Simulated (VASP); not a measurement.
## BaTiO3: single point with r2SCAN

BaTiO3:

```
CELL_PARAMETERS angstrom
2.84005 1.63971 2.33143
-2.84005 1.63971 2.33143
0.00000 -3.27941 2.33143
ATOMIC_POSITIONS crystal
Ba 0.03138 0.03138 0.03138
Ti 0.51625 0.51625 0.51625
O 0.48975 0.48975 0.98016
O 0.48975 0.98016 0.48975
O 0.98016 0.48975 0.48975
```

This cell differs from its parent crystal: all Ba atoms moved -0.200 Å, as atom 1 towards its neighbour atom 2 (Ti) at 3.403 Å.

```json
{
 "Program": "VASP 6.6.1",
 "Task": "single point",
 "Functional": "r2SCAN",
 "Potentials or basis": "VASP PAW PBE potentials, release 64 (Ba_sv, Ti_sv, O)",
 "Cutoff": "520 eV",
 "k mesh": "6 × 6 × 6",
 "Occupations": "gaussian, width 0.05 eV",
 "Spin": "no spin polarisation"
}
```

```yaml
Pressure: 3.7 GPa
Largest_force: 1.593 eV/Å
Band_gap_on_the_k_mesh: 2.86 eV, indirect (least direct gap 3.37 eV)
```

Forces in eV/Å, atoms in the order of the input:
```
Ba   0.000  0.000 -1.593
Ti   0.000  0.000  0.554
O    0.000 -0.018  0.346
O   -0.016  0.009  0.346
O    0.016  0.009  0.346
```

Stress tensor (GPa, compression positive):
```
2.86 0.00 0.00
0.00 2.86 0.00
0.00 0.00 5.25
```

Levels at points of the mesh, in eV from the valence-band top:
```csv
k point,band 18,band 19,band 20,band 21,band 22,band 23
"(0.00, 0.00, 0.00)",-0.61,-0.51,-0.51,2.86,2.86,3.03
"(0.50, 0.00, 0.00)",-1.48,-0.99,-0.92,2.97,4.09,4.25
"(0.50, 0.50, 0.00)",-0.83,-0.83,-0.09,4.19,4.20,4.57
"(0.50, 0.50, 0.50)",-0.12,-0.12,0.00,4.66,4.82,4.82
```

It took 3.1 min on 1 thread of Intel(R) Xeon(R) Platinum 8259CL CPU @ 2.50GHz (Skylake/Cascade Lake), on a shared host, peak memory 0.2 GiB.

Caveat: the cell differs from its parent crystal (all Ba atoms moved -0.200 Å, as atom 1 towards its neighbour atom 2 (Ti) at 3.403 Å); the PAW data sets were made with another functional, which shifts forces and pressure a little; spin-orbit coupling is left out, which moves the levels of the heavy elements. A k mesh can miss the band edges.
